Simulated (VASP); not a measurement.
**C: single point with PBEsol**

C:

```
C
1.0
     0.00000    1.77691    1.77691
     1.77691    0.00000    1.77691
     1.77691    1.77691    0.00000
C
2
Direct
  0.50000 0.50000 0.50000
  0.75000 0.75000 0.75000
```

| Property | Result |
| --- | --- |
| Program | VASP 6.6.1 |
| Task | single point |
| Functional | PBEsol |
| Potentials or basis | VASP PAW PBE potentials, release 64 (C) |
| Cutoff | 600 eV |
| k mesh | 16 × 16 × 16 |
| Occupations | gaussian, width 0.02 eV |
| Spin | no spin polarisation |

```
Pressure               : 0.4 GPa
Band gap on the k mesh : 4.03 eV, indirect (least direct gap 5.57 eV)
```

Levels at points of the mesh, in eV from the valence-band top:
| k point | band 1 | band 2 | band 3 | band 4 | band 5 | band 6 | band 7 | band 8 | band 9 |
| --- | --- | --- | --- | --- | --- | --- | --- | --- | --- |
| (0.00, 0.00, 0.00) | -21.67 | 0.00 | 0.00 | 0.00 | 5.57 | 5.57 | 5.57 | 13.62 | 19.10 |
| (0.50, 0.00, 0.00) | -15.77 | -13.59 | -2.84 | -2.84 | 8.43 | 8.43 | 8.99 | 15.59 | 21.80 |
| (0.50, 0.50, 0.00) | -12.85 | -12.85 | -6.40 | -6.40 | 4.62 | 4.62 | 16.95 | 16.95 | 23.28 |

It took 27 s on 1 thread of Intel Xeon 8259CL (shared host), peak memory 0.13 GiB.

Caveat: the PAW data sets were made with another functional, which shifts forces and pressure a little. A k mesh can miss the band edges.
